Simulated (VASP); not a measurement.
Runs of VASP 6.6.1 on CdTe (l). The structure is that of space group F-43m (No. 216), or close to it. The cells are those of the table. 

| task | cell | k mesh | smearing | gap on the mesh (eV) | pressure (GPa) |
| --- | --- | --- | --- | --- | --- |
| single point | a = 4.532 Å, angles 60.0°, 2 atoms | 8 × 8 × 8 | gaussian 0.02 eV | (a) | 0.3 |
| single point | a = 4.532 Å, angles 60.0°, 2 atoms | 10 × 10 × 10 | gaussian 0.02 eV | 0.66 | 0.3 |
| relaxation of cell and atoms | relaxed from a = 4.642 Å, angles 60.0°, 2 atoms | 10 × 10 × 10 | gaussian 0.02 eV | (b) | 0.0 |
| single point | a = 4.642 Å, angles 60.0°, 2 atoms | 6 × 6 × 6 | gaussian 0.1 eV | 0.43 | -2.6 |

Alike in all rows: level LDA; potentials or basis VASP PAW LDA potentials, release 64 (Cd, Te); no spin polarisation; cutoff (eV) 500.

**Question.** Fill in the values left out.

**Answer.** (a) 0.65; (b) 0.64.

Caveats: spin-orbit coupling is left out, which moves the levels of the heavy elements.

A k mesh can miss the band edges, and the runs leave out spin-orbit coupling on Cd, Te.
